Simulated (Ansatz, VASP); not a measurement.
**Two plane-wave programs on Rb**

```xyz
1
Lattice="4.6855 0.0000 0.0000 0.0000 4.6855 0.0000 0.0000 0.0000 4.6855" Properties=species:S:1:pos:R:3 pbc="T T T"
Rb    0.0000    0.0000    0.0000
```

Change from the starting cell: volume scaled by 1.04, PAW files.

Alike in both runs: task electric field gradients; functional PBE; k mesh 10 × 10 × 10; occupations fermi-dirac, width 0.08 eV; no spin polarisation.

```csv
,VASP,Ansatz
version,VASP 6.6.1,Ansatz 0.2.0
potentials or method,"VASP PAW PBE potentials, release 64 (Rb_sv)","PAW with Ansatz's default frozen-core files, scalar-relativistic"
plane-wave cutoff (eV),520,420
valence electrons in the cell,9,9
```

|  | VASP | Ansatz | Ansatz less VASP |
| --- | --- | --- | --- |
| pressure (GPa) | -0.1 | -0.1 | 0.00 |
